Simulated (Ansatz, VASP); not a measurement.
Be2SO3: VASP beside Ansatz

```
Be S O
1.0
     4.79178    0.00000    0.00000
    -2.39589    4.14980    0.00000
     0.00000    0.00000    2.48000
Be S O
2 1 3
Direct
  0.33333 0.66667 0.50000
  0.66667 0.33333 0.50000
  0.00000 0.00000 0.00000
  0.50000 0.00000 0.00000
  0.00000 0.50000 0.00000
  0.50000 0.50000 0.00000
```

Alike in both runs: functional PBE; k mesh 6 × 6 × 4; occupations gaussian, width 0.1 eV; collinear spin.

Ansatz relaxed the structure, and its values are those at the end. VASP's run is a single point on that final structure, the one shown.

|  | VASP | Ansatz |
| --- | --- | --- |
| version | VASP 6.6.1 | Ansatz 0.2.0 |
| potentials or method | VASP PAW PBE potentials, release 64 (Be, S, O), cutoff 520 eV | scalar-relativistic, plane waves, PAW |
| valence electrons in the cell | 28 | 28 |

VASP gave:

* gap on the k mesh at the Fermi level (eV): none
* pressure (GPa): 0.2
* net moment per atom (μB): 0.00

Problem. Estimate Ansatz's values.

Solution. gap on the k mesh at the Fermi level (eV): none; pressure (GPa): 0.1; net moment per atom (μB): 0.00.

A gap of «none» marks a metal or a gap that the smearing closes. The functional is the same, so the differences come from potentials, cutoffs and numerics. Ansatz's warnings: seeded moment not kept.

The k mesh is coarse, so the values compare programs but aren't converged.
